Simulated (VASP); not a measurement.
Wanted: the native input for a VASP 6.6.1 run.

```yaml
Task: single point
Functional: PBE
Potentials_or_basis: VASP PAW PBE potentials, release 64 (Cu, O)
Cutoff: 520 eV
k_mesh: 7 × 4 × 4
Occupations: fermi-dirac, width 0.03 eV
Spin: collinear spin, ferromagnetic start
Starting_moments: "[1.0, 1.0, 1.0, 1.0, 0.0, 0.0, 0.0, 0.0] μB"
Hubbard_terms: Cu d U = 4.0 eV
Dipole_correction: no
Further_INCAR_settings: ALGO = Normal; EDIFF = 1e-07; NBANDS = 48
```

The structure of CuO lies in POSCAR:

```
CuO
1.0
   -2.3265000000      1.7050000000      0.0000000000
   -1.4852000000     -1.7050000000     -5.0382400000
   -3.1678000000     -1.7050000000      5.0382400000
Cu O
4 4
Direct
    0.0000000000      0.7500000000      0.7500000000
    0.0000000000      0.2500000000      0.2500000000
    0.5000000000      0.7500000000      0.2500000000
    0.5000000000      0.2500000000      0.7500000000
    0.9160000000      0.6670000000      0.4170000000
    0.9160000000      0.1670000000      0.9170000000
    0.0840000000      0.8330000000      0.0830000000
    0.0840000000      0.3330000000      0.5830000000
```

One way to write it, as run:

INCAR

```
PREC = Accurate
ENCUT = 520
EDIFF = 1E-7
ISMEAR = -1
SIGMA = 0.03
LREAL = F
LASPH = T
NELM = 150
ALGO = Normal
ISIF = 2
LWAVE = F
LCHARG = T
ISPIN = 2
MAGMOM = 1 1 1 1 0 0 0 0
LORBIT = 11
LMAXMIX = 4
LDAU = T
LDAUTYPE = 2
LDAUL = 2 -1
LDAUU = 4 0
LDAUJ = 0 0
LDAUPRINT = 1
GGA = PE
LELF = T
LVHAR = T
NBANDS = 48
```

KPOINTS

```
Automatic mesh
0
Gamma
  7 4 4
```

Potentials or basis: VASP PAW PBE potentials, release 64 (Cu, O).

The run is started by

```bash
$ cat potpaw_PBE.64/Cu/POTCAR potpaw_PBE.64/O/POTCAR > POTCAR
$ mpirun -np 1 vasp_std > vasp.out
```

It gave:

* Pressure: 7.3 GPa
* Largest force: 0.062 eV/Å
* Band gap on the k mesh: 0.08 eV
* Net moment: 3.99 μB per cell
* Site moments: Cu +0.66; O +0.30 μB
* Valence electrons inside the program's atomic spheres: Cu 9.93; O 5.00

It took 7.3 min on 1 thread of Intel(R) Xeon(R) Platinum 8488C (Sapphire Rapids) (shared host), peak memory 0.44 GiB.
